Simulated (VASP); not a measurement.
# Zr3N2 (R-3c) in VASP: further runs

Zr3N2 is run at these levels: PBEsol; tasks: single point.

Everything below comes from runs of VASP 6.6.1. Logs are shortened: lines on timing, memory, paths and dates and some standing lists are left out, and cuts for length are marked.

**1. The cell of the first run**

Symmetry: R-3c, No. 167, trigonal system. The conventional cell has a = 5.542 Å, b = 5.542 Å, c = 15.424 Å, α = 90.00°, β = 90.00°, γ = 120.00°. Within 2.9 Å of Zr (site symmetry 2) lie 4 N at 2.22 to 2.26 Å. Within 2.9 Å of N (site symmetry 3) lie 6 Zr at 2.22 to 2.26 Å and 1 N at 2.73 Å.

**2. Single point, PBEsol (13.68 Å³/atom)**

INCAR

```
SYSTEM = Zr3N2
PREC = Accurate
ENCUT = 520
EDIFF = 1E-6
ISMEAR = 0
SIGMA = 0.1
LREAL = .False.
LASPH = .True.
NELM = 100
ALGO = Fast
ISIF = 2
LWAVE = .False.
LCHARG = .True.
GGA = PS
LELF = .True.
LVHAR = .True.
NBANDS = 57
```

KPOINTS

```
regular mesh
0
Gamma
  12 12 12
  0 0 0
```

POSCAR

```
Zr3N2
1.0
    2.7711915028      1.5999481601      5.1411997006
   -2.7711915028      1.5999481601      5.1411997006
    0.0000000000     -3.1998963202      5.1411997007
Zr N
6 4
Direct
    0.4240993720      0.0759006280      0.7500000000
    0.0759006280      0.7500000000      0.4240993720
    0.7500000000      0.4240993720      0.0759006280
    0.2500000000      0.5759006280      0.9240993720
    0.9240993720      0.2500000000      0.5759006280
    0.5759006280      0.9240993720      0.2500000000
    0.3385466635      0.3385466635      0.3385466635
    0.1614533365      0.1614533365      0.1614533365
    0.8385466635      0.8385466635      0.8385466635
    0.6614533365      0.6614533365      0.6614533365
```

Potentials or basis: VASP PAW PBE potentials, release 64 (Zr_sv, N).

Started as:

```
$ cat potpaw_PBE.64/Zr_sv/POTCAR potpaw_PBE.64/N/POTCAR > POTCAR
$ mpirun -np 1 vasp_std > vasp.out
```

OUTCAR:

```text
SYSTEM = Zr3N2
   PREC = Accurate
   ENCUT = 520
   EDIFF = 1E-6
   ISMEAR = 0
   LREAL = .False.
   LASPH = .True.
   NELM = 100
   ISIF = 2
   GGA = PS

 ion  position               nearest neighbor table
   1  0.424  0.076  0.750-   7 2.22   8 2.22   9 2.26  10 2.26   2 3.13   3 3.13   6 3.14   6 3.14
                             5 3.18   4 3.18   4 3.18   5 3.18   2 3.24   3 3.24   3 3.24   2 3.24
   2  0.076  0.750  0.424-   8 2.22   7 2.22  10 2.26   9 2.26   3 3.13   1 3.13   5 3.14   5 3.14
                             6 3.18   6 3.18   4 3.18   4 3.18   1 3.24   3 3.24   3 3.24   1 3.24
   3  0.750  0.424  0.076-   7 2.22   8 2.22   9 2.26  10 2.26   2 3.13   1 3.13   4 3.14   4 3.14
                             6 3.18   6 3.18   5 3.18   5 3.18   1 3.24   2 3.24   2 3.24   1 3.24
   4  0.250  0.576  0.924-  10 2.22   9 2.22   8 2.26   7 2.26   5 3.13   6 3.13   3 3.14   3 3.14
                             1 3.18   1 3.18   2 3.18   2 3.18   6 3.24   5 3.24   5 3.24   6 3.24
   5  0.924  0.250  0.576-   9 2.22  10 2.22   7 2.26   8 2.26   4 3.13   6 3.13   2 3.14   2 3.14
                             1 3.18   1 3.18   3 3.18   3 3.18   6 3.24   4 3.24   4 3.24   6 3.24
   6  0.576  0.924  0.250-   9 2.22  10 2.22   7 2.26   8 2.26   4 3.13   5 3.13   1 3.14   1 3.14
                             2 3.18   3 3.18   2 3.18   3 3.18   5 3.24   4 3.24   4 3.24   5 3.24
   7  0.339  0.339  0.339-   3 2.22   2 2.22   1 2.22   5 2.26   6 2.26   4 2.26
   8  0.161  0.161  0.161-   2 2.22   3 2.22   1 2.22   4 2.26   6 2.26   5 2.26
   9  0.839  0.839  0.839-   5 2.22   4 2.22   6 2.22   3 2.26   1 2.26   2 2.26
  10  0.661  0.661  0.661-   4 2.22   5 2.22   6 2.22   2 2.26   1 2.26   3 2.26

  LATTYP: Found a trigonal (rhomboedric) cell.
 ALAT       =     6.0556808718
 COS(alpha) =     0.5811706454

  Lattice vectors:

 A1 = (   2.7711915028,   1.5999481601,   5.1411997006)
 A2 = (  -2.7711915028,   1.5999481601,   5.1411997006)
 A3 = (   0.0000000000,  -3.1998963202,   5.1411997007)

Analysis of symmetry for initial positions (statically):
=====================================================================
 Subroutine PRICEL returns:
 Original cell was already a primitive cell.

 Routine SETGRP: Setting up the symmetry group for a
 trigonal (rhombohedral) supercell.

 Subroutine GETGRP returns: Found 12 space group operations
 (whereof  6 operations were pure point group operations)
 out of a pool of 12 trial point group operations.

The static configuration has the point symmetry S_6 .
 The point group associated with its full space group is D_3d.

Analysis of symmetry for dynamics (positions and initial velocities):
=====================================================================
 Subroutine PRICEL returns:
 Original cell was already a primitive cell.

 Routine SETGRP: Setting up the symmetry group for a
 trigonal (rhombohedral) supercell.

 Subroutine GETGRP returns: Found 12 space group operations
 (whereof  6 operations were pure point group operations)
 out of a pool of 12 trial point group operations.

The dynamic configuration has the point symmetry S_6 .
 The point group associated with its full space group is D_3d.

 Subroutine INISYM returns: Found 12 space group operations
 (whereof  6 operations are pure point group operations),
 and found     1 'primitive' translations

----------------------------------------------------------------------------------------

                                     Primitive cell

  volume of cell :     136.7692

  direct lattice vectors                    reciprocal lattice vectors
     2.771191503  1.599948160  5.141199701     0.180427805  0.104170042  0.064835710
    -2.771191503  1.599948160  5.141199701    -0.180427805  0.104170042  0.064835710
     0.000000000 -3.199896320  5.141199701     0.000000000 -0.208340084  0.064835710

  length of vectors
     6.055680872  6.055680872  6.055680872     0.218195462  0.218195462  0.218195462

  position of ions in fractional coordinates (direct lattice)
     0.424099372  0.075900628  0.750000000
     0.075900628  0.750000000  0.424099372
     0.750000000  0.424099372  0.075900628
     0.250000000  0.575900628  0.924099372
     0.924099372  0.250000000  0.575900628
     0.575900628  0.924099372  0.250000000
     0.338546663  0.338546663  0.338546663
     0.161453337  0.161453337  0.161453337
     0.838546663  0.838546663  0.838546663
     0.661453337  0.661453337  0.661453337

  ion indices of the primitive-cell ions
   primitive index   ion index
                 1           1
                 2           2
                 3           3
                 4           4
                 5           5
                 6           6
                 7           7
                 8           8
                 9           9
                10          10

----------------------------------------------------------------------------------------

 KPOINTS: regular mesh

Automatic generation of k-mesh.
 Grid dimensions read from file:
 generate k-points for:   12   12   12

 Generating k-lattice:

  Cartesian coordinates                     Fractional coordinates (reciprocal lattice)
     0.015035650  0.008680837  0.005402976     0.083333333  0.000000000  0.000000000
    -0.015035650  0.008680837  0.005402976     0.000000000  0.083333333  0.000000000
     0.000000000 -0.017361674  0.005402976     0.000000000  0.000000000  0.083333333

  Length of vectors
     0.018182955  0.018182955  0.018182955

  Shift w.r.t. Gamma in fractional coordinates (k-lattice)
     0.000000000  0.000000000  0.000000000

 Subroutine IBZKPT returns following result:
 ===========================================

 Found    189 irreducible k-points:

 Following reciprocal coordinates:
            Coordinates               Weight
  0.000000  0.000000  0.000000      1.000000
  0.083333  0.000000  0.000000      6.000000
  0.166667 -0.000000  0.000000      6.000000
  0.250000 -0.000000  0.000000      6.000000
  0.333333  0.000000  0.000000      6.000000
  0.416667  0.000000  0.000000      6.000000
[... 16 lines left out ...]
  0.500000  0.166667  0.000000     12.000000
 -0.416667  0.166667 -0.000000     12.000000
 [... further k-points ...]
   k-points           NKPTS =    189   k-points in BZ     NKDIM =    189   number of bands    NBANDS=     57
   number of dos      NEDOS =    301   number of ions     NIONS =     10
   total plane-waves  NPLWV = 110592
   dimension x,y,z NGX =    48 NGY =   48 NGZ =   48
   dimension x,y,z NGXF=    96 NGYF=   96 NGZF=   96
   ions per type =               6   4
   NGX,Y,Z   is equivalent  to a cutoff of  13.18, 13.18, 13.18 a.u.
   NGXF,Y,Z  is equivalent  to a cutoff of  26.35, 26.35, 26.35 a.u.
 SYSTEM =  Zr3N2
   PREC   = accura    normal or accurate (medium, high low for compatibility)
   ISTART =      0    job   : 0-new  1-cont  2-samecut
   ICHARG =      2    charge: 1-file 2-atom 10-const
   ISPIN  =      1    spin polarized calculation?
   LNONCOLLINEAR =      F non collinear calculations
   LSORBIT =      F    spin-orbit coupling
   LASPH  =      T    aspherical Exc in radial PAW
   ENCUT  =  520.0 eV  38.22 Ry    6.18 a.u.  11.26 11.26 11.26*2*pi/ulx,y,z
   NELM   =    100;   NELMIN=  2; NELMDL= -5     # of ELM steps
   EDIFF  = 0.1E-05   stopping-criterion for ELM
   LREAL  =      F    real-space projection
   EDIFFG = 0.1E-04   stopping-criterion for IOM
   NSW    =      0    number of steps for IOM
   IBRION =     -1    ionic relax: 0-MD 1-quasi-New 2-CG
   NFREE  =      0    steps in history (QN), initial steepest desc. (CG)
   ISIF   =      2    stress and relaxation
   ISYM   =      2    0-nonsym 1-usesym 2-fastsym
   POTIM  = 0.5000    time-step for ionic-motion
   TEBEG  =    0.0;   TEEND  =   0.0 temperature during run
   PSTRESS=    0.0 pullay stress
   NELECT =      92.0000    total number of electrons
   NUPDOWN=      -1.0000    fix difference up-down
   EMIN   =  10.00;   EMAX   =-10.00  energy-range for DOS
   EFERMI =   0.00;   METHOD = LEGACY
   ISMEAR =     0;   SIGMA  =   0.10  broadening in eV -4-tet -1-fermi 0-gaus
   EFERMI_NEDOS =   21; number of points for ismear=-14 and -15
   IALGO  =     68    algorithm
   IMIX   =      4    mixing-type and parameters
     AMIX     =   0.40;   BMIX     =  1.00
     AMIX_MAG =   1.60;   BMIX_MAG =  1.00
  volume/ion in A,a.u.               =      13.68        92.30
  Fermi-wavevector in a.u.,A,eV,Ry     =   1.434415  2.710651 27.994605  2.057545
  Thomas-Fermi vector in A             =   2.553826
   LORBIT       =      0    0 simple, 1 ext, 2 COOP (PROOUT), +10 PAW based schemes
   GGA     = PS    functional components
   LHFCALC =     F    Hartree Fock is set to
   AEXX    =    0.0000 exact exchange contribution
   IVDW    =     0    specifies the selected vdW correction
   LEPSILON=     F    determine dielectric tensor
   LRPA    =     F    only Hartree local field effects (RPA)
 non-spin polarized calculation
 RMM-DIIS sequential band-by-band and
 Gauss-broadening in eV      SIGMA  =   0.10
  energy-cutoff  :      520.00
  volume of cell :      136.77
 maximum number of plane-waves:      3733
 NGX is ok and might be reduce to    48
   NGX = 23   NGY = 23   NGZ = 23

 number of electron      91.9999999 magnetization

 Free energy of the ion-electron system (eV)
  ---------------------------------------------------
  ext. energy  EPLUGINS =         0.00000000
  ---------------------------------------------------
  free energy    TOTEN  =      -104.65992154 eV

  energy without entropy =     -104.64058930  energy(sigma->0) =     -104.65025542

 E-fermi :  10.7362     XC(G=0): -12.4197

 val. band max:       10.7229443739   @ k =  -0.4167   0.1667   0.1667
 cond. band min:      10.7380240475   @ k =  -0.3333   0.3333   0.0833
 fundamental gap:      0.0150796735
 Fermi energy:        10.7362402763

 k-point     1 :       0.0000    0.0000    0.0000
  band No.  band energies     occupation
      1     -37.6610      2.00000
      2     -37.4742      2.00000
      3     -37.4481      2.00000
      4     -37.4481      2.00000
      5     -37.4361      2.00000
      6     -37.4361      2.00000
[... 49 lines left out ...]
     56      14.0405      0.00000
     57      14.6587      0.00000

 k-point     2 :       0.0833    0.0000    0.0000
  band No.  band energies     occupation
      1     -37.6572      2.00000
      2     -37.4732      2.00000
      3     -37.4519      2.00000
      4     -37.4497      2.00000
      5     -37.4366      2.00000
      6     -37.4351      2.00000
[... 49 lines left out ...]
     56      13.9630      0.00000
     57      14.5775      0.00000

 k-point     3 :       0.1667   -0.0000    0.0000
  band No.  band energies     occupation
      1     -37.6463      2.00000
      2     -37.4716      2.00000
      3     -37.4610      2.00000
      4     -37.4529      2.00000
      5     -37.4387      2.00000
      6     -37.4337      2.00000
[... 1194 lines left out ...]
      1     -37.5646      2.00000
      2     -37.5287      2.00000
      3     -37.4686      2.00000
      4     -37.4595      2.00000
      5     -37.4537      2.00000
      6     -37.4314      2.00000
[... 49 lines left out ...]
     56      14.7493      0.00000
     57      15.3221      0.00000

 k-point    24 :      -0.4167    0.1667   -0.0000
  band No.  band energies     occupation
      1     -37.5540      2.00000
      2     -37.5388      2.00000
      3     -37.4730      2.00000
      4     -37.4550      2.00000
      5     -37.4498      2.00000
      6     -37.4359      2.00000
[... 49 lines left out ...]
     56      14.6974      0.00000
     57      15.1378      0.00000

 [... further k-points ...]

------------------------ aborting loop because EDIFF is reached ----------------------------------------

  FORCE on cell =-STRESS in cart. coord.  units (eV):
  Direction    XX          YY          ZZ          XY          YZ          ZX
  --------------------------------------------------------------------------------------
  -------------------------------------------------------------------------------------
  Total        6.1540636      6.1540636      6.1501274      0.0000000     -0.0000000      0.0000000
  in kB       72.0915547     72.0915547     72.0454441      0.0000000     -0.0000000      0.0000000
  external PRESSURE =      72.0761845 kB  Pullay stress =       0.0000000 kB

 VOLUME and BASIS-vectors are now :
 -----------------------------------------------------------------------------
  energy-cutoff  :      520.00
  volume of cell :      136.77
      direct lattice vectors                 reciprocal lattice vectors
     2.771191503  1.599948160  5.141199701     0.180427805  0.104170042  0.064835710
    -2.771191503  1.599948160  5.141199701    -0.180427805  0.104170042  0.064835710
     0.000000000 -3.199896320  5.141199701     0.000000000 -0.208340084  0.064835710

 POSITION                                       TOTAL-FORCE (eV/Angst)
 -----------------------------------------------------------------------------------
      0.96493     -1.59995      6.42650        -0.007822     -0.000000     -0.000000
     -1.86806     -0.03568      6.42650         0.003911      0.006774     -0.000000
      0.90313      1.63562      6.42650         0.003911     -0.006774      0.000000
     -0.90313     -1.63562      8.99710        -0.003911      0.006774     -0.000000
      1.86806      0.03568      8.99710        -0.003911     -0.006774      0.000000
     -0.96493      1.59995      8.99710         0.007822     -0.000000     -0.000000
      0.00000      0.00000      5.22161         0.000000      0.000000     -0.001735
      0.00000      0.00000      2.49019         0.000000      0.000000      0.001735
      0.00000      0.00000     12.93341         0.000000     -0.000000     -0.001735
      0.00000      0.00000     10.20199         0.000000      0.000000      0.001735
 -----------------------------------------------------------------------------------
    total drift:                               -0.000000     -0.000000      0.000000

  FREE ENERGIE OF THE ION-ELECTRON SYSTEM (eV)
  ---------------------------------------------------
  free  energy   TOTEN  =      -104.6599215448 eV

  energy  without entropy=     -104.6405893004  energy(sigma->0) =     -104.65025542
```

Wall time 2.1 h (1 thread of Oxide Virtual Turin-like, shared host); peak memory 1 GiB.

What came out:

| Property | Result |
| --- | --- |
| Free energy | -104.6599 eV |
| Pressure | 7.2 GPa |
| Largest force | 0.008 eV/Å |
| Band gap on the k mesh | zero (bands 46 and 47 overlap by 0.73 eV) |

Forces in eV/Å, atoms in the order of the input:
```
Zr  -0.008  0.000  0.000
Zr   0.004  0.007  0.000
Zr   0.004 -0.007  0.000
Zr  -0.004  0.007  0.000
Zr  -0.004 -0.007  0.000
Zr   0.008  0.000  0.000
N    0.000  0.000 -0.002
N    0.000  0.000  0.002
N    0.000  0.000 -0.002
N    0.000  0.000  0.002
```

Levels at points of the mesh, in eV from the Fermi level:
```tsv
k point	band 44	band 45	band 46	band 47	band 48	band 49
(0.00, 0.00, 0.00)	0.06	0.14	0.14	0.58	0.84	0.84
(0.50, 0.00, 0.00)	-1.25	-0.17	-0.17	0.51	0.51	1.94
(0.50, 0.50, 0.00)	-0.80	-0.74	-0.56	-0.37	1.23	1.44
(0.50, 0.50, 0.50)	-0.58	-0.58	-0.58	1.00	1.00	2.09
```

Caveat: the cell stands under pressure; the PAW data sets were made with another functional, which shifts forces and pressure a little.

**3. Single point, PBEsol**

This run uses another cell than the first one, of 14.10 Å³/atom.

INCAR

```
  PREC = Accurate
  ENCUT = 520
  EDIFF = 1E-6
  ISMEAR = 0
  SIGMA = 0.1
  LREAL = False
  LASPH = True
  NELM = 80
  ALGO = Fast
  ISIF = 2
  LWAVE = False
  LCHARG = False
  GGA = PS
  NBANDS = 57
```

KPOINTS

```
regular mesh
0
Gamma
  12 12 12
```

POSCAR

```
Zr3N2
1.0
    2.7994692381      1.6162743182      5.1936707893
   -2.7994692381      1.6162743182      5.1936707893
    0.0000000000     -3.2325486364      5.1936707893
Zr N
6 4
Direct
    0.4249855954      0.0750144046      0.7500000000
    0.0750144046      0.7500000000      0.4249855954
    0.7500000000      0.4249855954      0.0750144046
    0.2500000000      0.5750144046      0.9249855954
    0.9249855954      0.2500000000      0.5750144046
    0.5750144046      0.9249855954      0.2500000000
    0.3386685656      0.3386685656      0.3386685656
    0.1613314344      0.1613314344      0.1613314344
    0.8386685656      0.8386685656      0.8386685656
    0.6613314344      0.6613314344      0.6613314344
```

Potentials or basis: VASP PAW PBE potentials, release 64 (Zr_sv, N).

Started as:

```
$ cat potpaw_PBE.64/Zr_sv/POTCAR potpaw_PBE.64/N/POTCAR > POTCAR
$ mpirun -np 1 vasp_std > vasp.out
```

Wall time 2 h (1 thread of Oxide Virtual Turin-like, shared host); peak memory 1.1 GiB.

It converged, with:

| Quantity | Value |
| --- | --- |
| Free energy | -104.7586 eV |
| Pressure | 0.4 GPa |
| Largest force | 0.006 eV/Å |
| Band gap on the k mesh | zero (bands 46 and 47 overlap by 0.98 eV) |

Forces in eV/Å, atoms in the order of the input:
```
Zr  -0.006  0.000  0.000
Zr   0.003  0.005  0.000
Zr   0.003 -0.005  0.000
Zr  -0.003  0.005  0.000
Zr  -0.003 -0.005  0.000
Zr   0.006  0.000  0.000
N    0.000  0.000 -0.002
N    0.000  0.000  0.002
N    0.000  0.000 -0.002
N    0.000  0.000  0.002
```

Levels at points of the mesh, in eV from the Fermi level:
```csv
k point,band 43,band 44,band 45,band 46,band 47,band 48,band 49,band 50
"(0.00, 0.00, 0.00)",-0.30,0.02,0.13,0.13,0.58,0.83,0.83,0.88
"(0.50, 0.00, 0.00)",-1.21,-1.21,-0.17,-0.17,0.49,0.49,1.89,1.89
"(0.50, 0.50, 0.00)",-0.94,-0.79,-0.75,-0.54,-0.34,1.19,1.41,1.53
"(0.50, 0.50, 0.50)",-0.56,-0.56,-0.56,-0.56,0.98,0.98,2.03,2.03
```

Caveat: the PAW data sets were made with another functional, which shifts forces and pressure a little.
